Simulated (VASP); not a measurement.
Runs of VASP 6.6.1 on CdO. The structure is that of space group Fm-3m (No. 225), or close to it. The cells are those of the table. 

```tsv
task	cell	gap on the mesh (eV)	pressure (GPa)
relaxation of cell and atoms	relaxed to 150 GPa from a = 2.980 Å, angles 60.0°, 2 atoms	0.40	150.0
single point	a = 2.980 Å, angles 60.0°, 2 atoms	0.28	119.4
single point	a = 3.371 Å, angles 60.0°, 2 atoms	none	(a)
relaxation of cell and atoms	relaxed to 112.5 GPa from a = 2.980 Å, angles 60.0°, 2 atoms	0.25	112.5
single point	a = 2.922 Å, angles 60.0°, 2 atoms	(b)	159.2
```

Alike in all rows: level PBE; potentials or basis VASP PAW PBE potentials, release 64 (Cd, O); no spin polarisation; k mesh 16 × 16 × 16; cutoff (eV) 600; smearing gaussian 0.1 eV.

Task: Estimate the missing entries.

Result: (a) 1.0; (b) 0.43.

Caveats: the cell is relaxed towards a set pressure, so the run minimises the enthalpy, not the energy (at least some runs); the cell stands under pressure (at least some runs); semilocal functionals underestimate gaps, so a narrow gap can read as zero (at least some runs).

A k mesh can miss the band edges, and the runs leave out spin-orbit coupling on Cd.

A gap of «none» marks levels without a gap at the run's occupations.
